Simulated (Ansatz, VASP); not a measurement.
# PbSe: VASP beside Ansatz

POSCAR

```
PbSe
1.0
    0.0000000000      3.0606500000      3.0606500000
    3.0606500000      0.0000000000      3.0606500000
    3.0606500000      3.0606500000      0.0000000000
Pb Se
1 1
Direct
    0.0000000000      0.0000000000      0.0000000000
    0.5000000000      0.5000000000      0.5000000000
```

File INCAR.step1:

```
SYSTEM = PbSe
PREC = Accurate ; ENCUT = 520
EDIFF = 1E-5 ; ISMEAR = -1
SIGMA = 0.05 ; LREAL = .False.
LASPH = .True. ; NELM = 80
ALGO = Normal ; ISIF = 2
LWAVE = .True. ; LCHARG = .False.
NBANDS = 17 ; GGA = PE
```

File INCAR.step2:

```
SYSTEM = PbSe
PREC = Accurate ; ENCUT = 520
EDIFF = 1E-7 ; ISMEAR = -1
SIGMA = 0.05 ; LREAL = .False.
LASPH = .True. ; NELM = 80
ALGO = Normal ; ISIF = 2
LWAVE = .False. ; LCHARG = .False.
GGA = PS ; LHFCALC = .True.
AEXX = 0.25 ; HFSCREEN = 0.207
PRECFOCK = Normal ; NBANDS = 17
ISTART = 1
```

File KPOINTS:

```
regular mesh
0
Gamma
  4 4 4
  0 0 0
```

Contents of input.yaml:

```yaml
crystal:
  lattice:
    - [0.0, 3.06065, 3.06065]
    - [3.06065, 0.0, 3.06065]
    - [3.06065, 3.06065, 0.0]
  atoms:
    - { symbol: Pb, position: [0.0, 0.0, 0.0] }
    - { symbol: Se, position: [0.5, 0.5, 0.5] }
hamiltonian:
  xc:
    exchange: hjs_pbesol
    correlation: pbesol
    exx: { coeff: 0.25, omega: 0.207 }
  pseudopotentials: { kind: paw }
kpoints:
  mp_grid: { grid: [4, 4, 4] }
  band_path:
    path:
      - [[0.0, 0.0, 0.0], [0.5, 0.0, 0.5], [0.5, 0.25, 0.75], [0.375, 0.375, 0.75], [0.0, 0.0, 0.0], [0.5, 0.5, 0.5], [0.625, 0.25, 0.625], [0.5, 0.25, 0.75], [0.5, 0.5, 0.5], [0.375, 0.375, 0.75]]
      - [[0.625, 0.25, 0.625], [0.5, 0.0, 0.5]]
    npoints: 4
scf:
  occupations: { method: fermi_dirac, width: 0.05 }
  n_extra_bands: 6
output:
  forces: true
  stress: true
  eigenvalues: true
  fatbands: false
```

Alike in both runs: functional PBEsol-based screened hybrid with a share of 0.25 of exact exchange and HFSCREEN = 0.207; k mesh 4 × 4 × 4; occupations fermi-dirac, width 0.05 eV; no spin polarisation.

```csv
,VASP,Ansatz
version,VASP 6.6.1,Ansatz 0.2.0
potentials or method,"VASP PAW PBE potentials, release 64 (Pb_d, Se)",Ansatz PAW
plane-wave cutoff (eV),520,420
valence electrons in the cell,20,30
task,single point,band structure
```

Ansatz gave:

```
gap on the k mesh at the Fermi level (eV) : 0.61
least direct gap on the mesh (eV)         : 0.61
pressure (GPa)                            : -0.6
```

Task: Estimate VASP's values.

Result: gap on the k mesh at the Fermi level (eV): 0.63; least direct gap on the mesh (eV): 0.63; pressure (GPa): -0.7.

VASP's potentials were made for PBE, not for PBEsol-based screened hybrid. VASP's potentials hold 20 valence electrons a cell and Ansatz's 30, so a difference there can come from the potentials and not from the codes.

The k mesh is coarse, so the values compare programs but aren't converged. Neither program's run includes spin-orbit coupling.
